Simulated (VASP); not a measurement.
# BaTe (Fm-3m) in VASP: further runs

BaTe is run at these levels: PBEsol; tasks: single point, relaxation of cell and atoms.

Everything below comes from runs of VASP 6.6.1. Logs are shortened: lines on timing, memory, paths and dates and some standing lists are left out, and cuts for length are marked.

**1. The cell of the first run**

It takes space group Fm-3m (No. 225, cubic). Conventional cell: a = 6.715 Å, b = 6.715 Å, c = 6.715 Å, α = 90.00°, β = 90.00°, γ = 90.00°. Within 4.4 Å of Ba (site symmetry m-3m) lie 6 Te at 3.36 Å. Within 4.4 Å of Te (site symmetry m-3m) lie 6 Ba at 3.36 Å.

**2. Single point, PBEsol**

INCAR reads:

```
ALGO = Normal ; EDIFF = 1E-7
ENCUT = 520 ; GGA = PS
ISIF = 2 ; ISMEAR = 0
LASPH = T ; LCHARG = T
LELF = T ; LREAL = F
LVHAR = T ; LWAVE = F
NBANDS = 15 ; NELM = 100
PREC = Accurate ; SIGMA = 0.01
```

KPOINTS reads:

```
k-points
0
Gamma
  6 6 6
```

POSCAR reads:

```
BaTe
1.0
    0.0000000000      3.3575363842      3.3575363842
    3.3575363842      0.0000000000      3.3575363842
    3.3575363842      3.3575363842      0.0000000000
Ba Te
1 1
Direct
    0.0000000000      0.0000000000      0.0000000000
    0.5000000000      0.5000000000      0.5000000000
```

Potentials or basis: VASP PAW PBE potentials, release 64 (Ba_sv, Te).

On the command line:

```sh
$ cat potpaw_PBE.64/Ba_sv/POTCAR potpaw_PBE.64/Te/POTCAR > POTCAR
$ mpirun -np 1 vasp_std > vasp.out
```

OUTCAR:

```text
EDIFF = 1E-7
   ENCUT = 520
   GGA = PS
   ISIF = 2
   ISMEAR = 0
   LASPH = T
   LREAL = F
   NELM = 100
   PREC = Accurate

 ion  position               nearest neighbor table
   1  0.000  0.000  0.000-   2 3.36   2 3.36   2 3.36   2 3.36   2 3.36   2 3.36
   2  0.500  0.500  0.500-   1 3.36   1 3.36   1 3.36   1 3.36   1 3.36   1 3.36

  LATTYP: Found a face centered cubic cell.
 ALAT       =     6.7150727684

  Lattice vectors:

 A1 = (   0.0000000000,   3.3575363842,   3.3575363842)
 A2 = (   3.3575363842,   0.0000000000,   3.3575363842)
 A3 = (   3.3575363842,   3.3575363842,   0.0000000000)

Analysis of symmetry for initial positions (statically):
=====================================================================
 Subroutine PRICEL returns:
 Original cell was already a primitive cell.

 Routine SETGRP: Setting up the symmetry group for a
 face centered cubic supercell.

 Subroutine GETGRP returns: Found 48 space group operations
[... 9 lines left out ...]

 Routine SETGRP: Setting up the symmetry group for a
 face centered cubic supercell.

 Subroutine GETGRP returns: Found 48 space group operations
[... 11 lines left out ...]
                                     Primitive cell

  volume of cell :      75.6994

  direct lattice vectors                    reciprocal lattice vectors
     0.000000000  3.357536384  3.357536384    -0.148918714  0.148918714  0.148918714
     3.357536384  0.000000000  3.357536384     0.148918714 -0.148918714  0.148918714
     3.357536384  3.357536384  0.000000000     0.148918714  0.148918714 -0.148918714

  length of vectors
     4.748273491  4.748273491  4.748273491     0.257934779  0.257934779  0.257934779

  position of ions in fractional coordinates (direct lattice)
[... 8 lines left out ...]
----------------------------------------------------------------------------------------

 KPOINTS: k-points

Automatic generation of k-mesh.
 Grid dimensions read from file:
 generate k-points for:    6    6    6

 Generating k-lattice:

  Cartesian coordinates                     Fractional coordinates (reciprocal lattice)
    -0.024819786  0.024819786  0.024819786     0.166666667  0.000000000  0.000000000
     0.024819786 -0.024819786  0.024819786     0.000000000  0.166666667  0.000000000
     0.024819786  0.024819786 -0.024819786     0.000000000  0.000000000  0.166666667

  Length of vectors
     0.042989130  0.042989130  0.042989130

  Shift w.r.t. Gamma in fractional coordinates (k-lattice)
     0.000000000  0.000000000  0.000000000

 Subroutine IBZKPT returns following result:
 ===========================================

 Found     16 irreducible k-points:

 Following reciprocal coordinates:
            Coordinates               Weight
  0.000000  0.000000  0.000000      1.000000
  0.166667  0.000000  0.000000      8.000000
  0.333333  0.000000  0.000000      8.000000
  0.500000  0.000000  0.000000      4.000000
  0.166667  0.166667  0.000000      6.000000
  0.333333  0.166667  0.000000     24.000000
[... 8 lines left out ...]
 -0.333333  0.333333  0.166667     24.000000
 -0.333333  0.500000  0.166667     12.000000
   k-points           NKPTS =     16   k-points in BZ     NKDIM =     16   number of bands    NBANDS=     15
   number of dos      NEDOS =    301   number of ions     NIONS =      2
   total plane-waves  NPLWV =  46656
   dimension x,y,z NGX =    36 NGY =   36 NGZ =   36
   dimension x,y,z NGXF=    72 NGYF=   72 NGZF=   72
   ions per type =               1   1
   NGX,Y,Z   is equivalent  to a cutoff of  12.60, 12.60, 12.60 a.u.
   NGXF,Y,Z  is equivalent  to a cutoff of  25.21, 25.21, 25.21 a.u.
 SYSTEM =  unknown system
   PREC   = accura    normal or accurate (medium, high low for compatibility)
   ISTART =      0    job   : 0-new  1-cont  2-samecut
   ICHARG =      2    charge: 1-file 2-atom 10-const
   ISPIN  =      1    spin polarized calculation?
   LNONCOLLINEAR =      F non collinear calculations
   LSORBIT =      F    spin-orbit coupling
   LASPH  =      T    aspherical Exc in radial PAW
   ENCUT  =  520.0 eV  38.22 Ry    6.18 a.u.   8.83  8.83  8.83*2*pi/ulx,y,z
   NELM   =    100;   NELMIN=  2; NELMDL= -5     # of ELM steps
   EDIFF  = 0.1E-06   stopping-criterion for ELM
   LREAL  =      F    real-space projection
   EDIFFG = 0.1E-05   stopping-criterion for IOM
   NSW    =      0    number of steps for IOM
   IBRION =     -1    ionic relax: 0-MD 1-quasi-New 2-CG
   NFREE  =      0    steps in history (QN), initial steepest desc. (CG)
   ISIF   =      2    stress and relaxation
   ISYM   =      2    0-nonsym 1-usesym 2-fastsym
   POTIM  = 0.5000    time-step for ionic-motion
   TEBEG  =    0.0;   TEEND  =   0.0 temperature during run
   PSTRESS=    0.0 pullay stress
   NELECT =      16.0000    total number of electrons
   NUPDOWN=      -1.0000    fix difference up-down
   EMIN   =  10.00;   EMAX   =-10.00  energy-range for DOS
   EFERMI =   0.00;   METHOD = LEGACY
[... 123 lines left out ...]
     10       6.6901      0.00000
     11       6.7461      0.00000
     12       6.7461      0.00000
     13       6.7540      0.00000
     14       9.0725      0.00000
     15      11.0625      0.00000

 k-point     6 :       0.3333    0.1667    0.0000
  band No.  band energies     occupation
      1     -23.6740      2.00000
      2      -9.3375      2.00000
      3      -8.9238      2.00000
      4      -8.9162      2.00000
      5      -6.1923      2.00000
      6       1.0705      2.00000
      7       2.1374      2.00000
      8       2.3151      2.00000
      9       5.2936      0.00000
     10       7.3613      0.00000
     11       7.4572      0.00000
     12       8.0704      0.00000
     13       8.0850      0.00000
     14      10.3749      0.00000
     15      11.8991      0.00000

 k-point     7 :       0.5000    0.1667    0.0000
  band No.  band energies     occupation
      1     -23.6650      2.00000
      2      -9.5164      2.00000
      3      -8.9520      2.00000
      4      -8.9142      2.00000
      5      -5.9145      2.00000
      6       0.7376      2.00000
      7       1.6902      2.00000
      8       1.8016      2.00000
      9       6.2333      0.00000
     10       7.9890      0.00000
     11       8.2756      0.00000
[... 82 lines left out ...]
      4      -8.9332      2.00000
      5      -6.1194      2.00000
      6       1.1305      2.00000
      7       1.8601      2.00000
      8       1.9172      2.00000
      9       6.0952      0.00000
     10       7.7396      0.00000
     11       7.9431      0.00000
     12       8.3045      0.00000
     13       9.8895      0.00000
     14      10.1970      0.00000
     15      11.5220      0.00000

 k-point    13 :       0.5000    0.5000    0.0000
  band No.  band energies     occupation
      1     -23.6584      2.00000
      2      -9.2254      2.00000
      3      -9.0090      2.00000
      4      -9.0090      2.00000
      5      -6.6402      2.00000
      6       1.8397      2.00000
      7       2.6280      2.00000
      8       2.6280      2.00000
      9       4.1073      0.00000
     10       7.6018      0.00000
     11       8.1043      0.00000
     12       9.1341      0.00000
     13       9.1341      0.00000
     14       9.1669      0.00000
     15      11.2416      0.00000

 k-point    14 :       0.5000    0.3333    0.1667
  band No.  band energies     occupation
      1     -23.6650      2.00000
      2      -9.3663      2.00000
      3      -9.0234      2.00000
      4      -8.9374      2.00000
      5      -6.1440      2.00000
      6       1.0764      2.00000
      7       1.8509      2.00000
      8       2.1994      2.00000
      9       5.5903      0.00000
     10       7.6278      0.00000
     11       8.1181      0.00000
     12       8.3074      0.00000
     13       8.9908      0.00000
     14      10.6175      0.00000
     15      11.2273      0.00000

 k-point    15 :      -0.3333    0.3333    0.1667
  band No.  band energies     occupation
      1     -23.6605      2.00000
      2      -9.3644      2.00000
      3      -9.0613      2.00000
      4      -8.9787      2.00000
      5      -6.1182      2.00000
      6       1.1382      2.00000
      7       1.8773      2.00000
      8       1.8836      2.00000
      9       6.5360      0.00000
     10       6.6656      0.00000
     11       8.6806      0.00000
     12       8.8223      0.00000
     13       8.9170      0.00000
     14      10.7310      0.00000
     15      11.9216      0.00000

 k-point    16 :      -0.3333    0.5000    0.1667
  band No.  band energies     occupation
      1     -23.6584      2.00000
      2      -9.1720      2.00000
      3      -9.1278      2.00000
      4      -9.0639      2.00000
      5      -6.3546      2.00000
      6       1.7035      2.00000
      7       1.8773      2.00000
      8       2.1649      2.00000
      9       5.3581      0.00000
     10       7.6527      0.00000
     11       8.0066      0.00000
     12       8.7749      0.00000
     13       9.1467      0.00000
     14      10.1629      0.00000
     15      11.6038      0.00000

------------------------ aborting loop because EDIFF is reached ----------------------------------------

  FORCE on cell =-STRESS in cart. coord.  units (eV):
  Direction    XX          YY          ZZ          XY          YZ          ZX
  --------------------------------------------------------------------------------------
  -------------------------------------------------------------------------------------
  Total        2.1408640      2.1408640      2.1408640     -0.0000000     -0.0000000      0.0000000
  in kB       45.3114006     45.3114006     45.3114006     -0.0000000     -0.0000000      0.0000000
  external PRESSURE =      45.3114006 kB  Pullay stress =       0.0000000 kB

 VOLUME and BASIS-vectors are now :
 -----------------------------------------------------------------------------
  energy-cutoff  :      520.00
  volume of cell :       75.70
      direct lattice vectors                 reciprocal lattice vectors
     0.000000000  3.357536384  3.357536384    -0.148918714  0.148918714  0.148918714
     3.357536384  0.000000000  3.357536384     0.148918714 -0.148918714  0.148918714
     3.357536384  3.357536384  0.000000000     0.148918714  0.148918714 -0.148918714

 POSITION                                       TOTAL-FORCE (eV/Angst)
 -----------------------------------------------------------------------------------
      0.00000      0.00000      0.00000         0.000000      0.000000      0.000000
      3.35754      3.35754      3.35754        -0.000000      0.000000     -0.000000
 -----------------------------------------------------------------------------------
    total drift:                                0.000000      0.000000      0.000000

  FREE ENERGIE OF THE ION-ELECTRON SYSTEM (eV)
  ---------------------------------------------------
  free  energy   TOTEN  =        -9.0771150926 eV

  energy  without entropy=       -9.0771150926  energy(sigma->0) =       -9.07711509
```

Run time: 16 s. Hardware: 1 thread of Intel Xeon 6975P-C (Granite Rapids), shared host; peak memory 0.21 GiB.

Results:

```yaml
Free_energy: -9.0771 eV
Pressure: 4.5 GPa
Band_gap_on_the_k_mesh: 1.10 eV, indirect (least direct gap 1.48 eV)
```

Levels at points of the mesh, in eV from the valence-band top:
| k point | band 5 | band 6 | band 7 | band 8 | band 9 | band 10 | band 11 | band 12 |
| --- | --- | --- | --- | --- | --- | --- | --- | --- |
| (0.00, 0.00, 0.00) | -9.88 | 0.00 | 0.00 | 0.00 | 2.74 | 2.74 | 2.74 | 3.27 |
| (0.50, 0.00, 0.00) | -8.69 | -2.66 | -1.43 | -1.43 | 4.23 | 4.98 | 5.08 | 5.08 |
| (0.50, 0.50, 0.00) | -9.64 | -1.16 | -0.38 | -0.38 | 1.10 | 4.60 | 5.10 | 6.13 |

Caveat: the PAW data sets were made with another functional, which shifts forces and pressure a little; spin-orbit coupling is left out, which moves the levels of the heavy elements.

**3. Single point, PBEsol**

This run uses another cell than the first one, of 39.61 Å³/atom, 1.046 times its volume.

INCAR reads:

```
SYSTEM = BaTe
  PREC = Accurate
  ENCUT = 520
  EDIFF = 1E-6
  ISMEAR = 0
  SIGMA = 0.01
  LREAL = .False.
  LASPH = .True.
  NELM = 80
  ALGO = Normal
  ISIF = 2
  LWAVE = .False.
  LCHARG = .True.
  GGA = PS
  LELF = .True.
  LVHAR = .True.
  NBANDS = 15
```

KPOINTS reads:

```
regular mesh
0
Gamma
  6 6 6
  0 0 0
```

POSCAR reads:

```
BaTe
1.0
    0.0000000000      3.4087365968      3.4087365968
    3.4087365968      0.0000000000      3.4087365968
    3.4087365968      3.4087365968      0.0000000000
Ba Te
1 1
Direct
    0.0000000000      0.0000000000      0.0000000000
    0.5000000000      0.5000000000      0.5000000000
```

Potentials or basis: VASP PAW PBE potentials, release 64 (Ba_sv, Te).

On the command line:

```sh
$ cat potpaw_PBE.64/Ba_sv/POTCAR potpaw_PBE.64/Te/POTCAR > POTCAR
$ mpirun -np 1 vasp_std > vasp.out
```

It took 12 s on 1 thread of Intel Xeon 6975P-C (Granite Rapids), shared host; peak memory 0.21 GiB.

The run converged. Its results:

```
Free energy            : -9.1527 eV
Pressure               : 2.4 GPa
Band gap on the k mesh : 1.23 eV, indirect (least direct gap 1.62 eV)
```

Levels at points of the mesh, in eV from the valence-band top:
```tsv
k point	band 5	band 6	band 7	band 8	band 9	band 10	band 11	band 12
(0.00, 0.00, 0.00)	-9.77	0.00	0.00	0.00	2.80	2.80	2.80	3.07
(0.50, 0.00, 0.00)	-8.76	-2.52	-1.32	-1.32	4.18	4.88	5.00	5.00
(0.50, 0.50, 0.00)	-9.54	-1.17	-0.38	-0.38	1.23	4.54	4.89	5.94
```

Caveat: the PAW data sets were made with another functional, which shifts forces and pressure a little; spin-orbit coupling is left out, which moves the levels of the heavy elements. A k mesh can miss the band edges.

**4. Single point, PBEsol**

This run uses another cell than the first one, of 40.62 Å³/atom, 1.073 times its volume.

INCAR reads:

```
PREC = Accurate ; ENCUT = 520
EDIFF = 1E-6 ; ISMEAR = 0
SIGMA = 0.01 ; LREAL = False
LASPH = True ; NELM = 100
ALGO = Normal ; ISIF = 2
LWAVE = False ; LCHARG = True
GGA = PS ; LELF = True
LVHAR = True ; NBANDS = 15
```

KPOINTS reads:

```
Automatic mesh
0
Gamma
  6 6 6
```

POSCAR reads:

```
BaTe
1.0
    0.0000000000      3.4374692132      3.4374692132
    3.4374692132      0.0000000000      3.4374692132
    3.4374692132      3.4374692132      0.0000000000
Ba Te
1 1
Direct
    0.0000000000      0.0000000000      0.0000000000
    0.5000000000      0.5000000000      0.5000000000
```

On the command line:

```sh
$ cat potpaw_PBE.64/Ba_sv/POTCAR potpaw_PBE.64/Te/POTCAR > POTCAR
$ mpirun -np 1 vasp_std > vasp.out
```

It took 12 s on 1 thread of Intel Xeon 6975P-C (Granite Rapids), shared host; peak memory 0.21 GiB.

It converged, with:

```
Free energy            : -9.1768 eV
Pressure               : 1.4 GPa
Band gap on the k mesh : 1.30 eV, indirect (least direct gap 1.69 eV)
```

Levels at points of the mesh, in eV from the valence-band top:
| k point | band 4 | band 5 | band 6 | band 7 | band 8 | band 9 | band 10 | band 11 | band 12 | band 13 |
| --- | --- | --- | --- | --- | --- | --- | --- | --- | --- | --- |
| (0.00, 0.00, 0.00) | -12.00 | -9.71 | 0.00 | 0.00 | 0.00 | 2.82 | 2.82 | 2.82 | 2.97 | 3.53 |
| (0.50, 0.00, 0.00) | -12.02 | -8.78 | -2.44 | -1.26 | -1.26 | 4.15 | 4.82 | 4.96 | 4.96 | 7.02 |
| (0.50, 0.50, 0.00) | -12.11 | -9.48 | -1.17 | -0.39 | -0.39 | 1.30 | 4.50 | 4.77 | 5.81 | 5.90 |

Caveat: the PAW data sets were made with another functional, which shifts forces and pressure a little; spin-orbit coupling is left out, which moves the levels of the heavy elements.

**5. Relaxation of cell and atoms, PBEsol, target pressure 1 GPa, at which the enthalpy is minimised**

This run uses another cell than the first one, of 41.83 Å³/atom, 1.105 times its volume.

INCAR reads:

```
  ALGO = Normal
  EDIFF = 1E-6
  EDIFFG = -0.002
  ENCUT = 600
  GGA = PS
  IBRION = 2
  ISIF = 3
  ISMEAR = 0
  LASPH = True
  LCHARG = False
  LREAL = False
  LWAVE = False
  NELM = 80
  NSW = 100
  PREC = Accurate
  PSTRESS = 10.0
  SIGMA = 0.01
```

KPOINTS reads:

```
k-points
0
Gamma
  6 6 6
```

POSCAR reads:

```
BaTe
1.0
    0.0000000000      3.4713686740      3.4713686740
    3.4713686740      0.0000000000      3.4713686740
    3.4713686740      3.4713686740      0.0000000000
Ba Te
1 1
Direct
    0.0000000000      0.0000000000      0.0000000000
    0.5000000000      0.5000000000      0.5000000000
```

On the command line:

```sh
$ cat potpaw_PBE.64/Ba_sv/POTCAR potpaw_PBE.64/Te/POTCAR > POTCAR
$ mpirun -np 1 vasp_std > vasp.out
```

Wall time 25 s (1 thread of Intel Xeon 6975P-C (Granite Rapids), shared host); peak memory 0.24 GiB.

Results (log left out):

```
Free energy                                            : -9.1838 eV
Relaxed volume                                         : 41.08 Å³/atom
Relaxed cell                                           : a = 4.880 Å, b = 4.880 Å, c = 4.880 Å, α = 60.00°, β = 60.00°, γ = 60.00°
Space group after relaxing (to 0.05 Å)                 : Fm-3m (No. 225)
Energy change on relaxing (the enthalpy is what falls) : +3.2 meV/atom
Ionic steps                                            : 3
Pressure after relaxing                                : 1.0 GPa
Band gap on the k mesh                                 : 1.33 eV, indirect (least direct gap 1.72 eV)
```

Step by step:
```tsv
step	energy change (eV)	largest force (eV/Å)	pressure (GPa)	volume (Å³)
1	0.0000	0.0000	0.37	83.66
2	0.0095	0.0000	1.21	81.70
3	0.0064	0.0000	1.00	82.16
```

Final structure:
```
CELL_PARAMETERS angstrom
0.00000 3.45044 3.45044
3.45044 0.00000 3.45044
3.45044 3.45044 0.00000
ATOMIC_POSITIONS crystal
Ba 0.00000 0.00000 0.00000
Te 0.50000 0.50000 0.50000
```

Levels at points of the mesh, in eV from the valence-band top:
```
           k point  band 5  band 6  band 7  band 8  band 9  band 10  band 11  band 12
(0.00, 0.00, 0.00)   -9.68    0.00    0.00    0.00    2.83     2.83     2.83     2.92
(0.50, 0.00, 0.00)   -8.79   -2.41   -1.23   -1.23    4.13     4.80     4.94     4.94
(0.50, 0.50, 0.00)   -9.46   -1.17   -0.39   -0.39    1.33     4.48     4.72     5.76
```

Caveat: the cell is relaxed towards a set pressure, so the enthalpy falls and the energy may rise; the PAW data sets were made with another functional, which shifts forces and pressure a little; spin-orbit coupling is left out, which moves the levels of the heavy elements. A k mesh can miss the band edges.

**6. The runs side by side**

```tsv
task	cell	cutoff (eV)	gap on the mesh (eV)	pressure (GPa)
single point	a = 4.748 Å, angles 60.0°, 2 atoms	520	1.10	4.5
single point	a = 4.821 Å, angles 60.0°, 2 atoms	520	1.23	2.4
single point	a = 4.861 Å, angles 60.0°, 2 atoms	520	1.30	1.4
relaxation of cell and atoms	relaxed to 1 GPa from a = 4.909 Å, angles 60.0°, 2 atoms	600	1.33	1.0
```

Alike in all rows: level PBEsol; potentials or basis VASP PAW PBE potentials, release 64 (Ba_sv, Te); no spin polarisation; k mesh 6 × 6 × 6; smearing gaussian 0.01 eV.

Caveats: the PAW data sets were made with another functional, which shifts forces and pressure a little; spin-orbit coupling is left out, which moves the levels of the heavy elements; the cell is relaxed towards a set pressure, so the enthalpy falls and the energy may rise (some runs).

Total energies depend on the potentials used, so only differences within one code and one set of settings carry meaning.
